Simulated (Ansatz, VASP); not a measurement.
# FeCo4: VASP beside Ansatz

```
CELL_PARAMETERS angstrom
2.49015 0.00000 0.00000
-1.24508 2.15653 0.00000
0.00000 0.00000 20.62394
ATOMIC_POSITIONS crystal
Fe 0.33333 0.66667 0.25000
Fe 0.66667 0.33333 0.75000
Co 0.33333 0.66667 0.04968
Co 0.33333 0.66667 0.45032
Co 0.33333 0.66667 0.64693
Co 0.33333 0.66667 0.85307
Co 0.66667 0.33333 0.14693
Co 0.66667 0.33333 0.35307
Co 0.66667 0.33333 0.54968
Co 0.66667 0.33333 0.95032
```

Alike in both runs: functional PBE; k mesh 6 × 6 × 1; occupations gaussian, width 0.1 eV; collinear spin.

Ansatz relaxed the structure, and its values are those at the end. VASP's run is a single point on that final structure, the one shown.

```csv
,VASP,Ansatz
version,VASP 6.6.1,Ansatz 0.2.0
potentials or method,"VASP PAW PBE potentials, release 64 (Fe_sv, Co_sv), cutoff 690 eV","scalar-relativistic, plane waves, PAW"
valence electrons in the cell,168,168
```

|  | VASP | Ansatz | Ansatz less VASP |
| --- | --- | --- | --- |
| gap on the k mesh at the Fermi level (eV) | none | none | - |
| pressure (GPa) | -1.4 | 0.0 | +1.43 |
| rms of the force components (eV/Å) | 0.004 | 0.000 | -0.0033 |
| net moment per atom (μB) | 1.81 | 1.81 | +0.005 |
| size of the moment on the site where the two differ most (μB) | 2.45 | 2.51 | +0.067 |

Site moments also hang on the region over which each program counts them. A gap of «none» marks a metal or a gap that the smearing closes.

The k mesh is coarse, so the values compare programs but aren't converged. Noted on VASP's run: too few bands were computed for a metal, which touches its energy and stress.
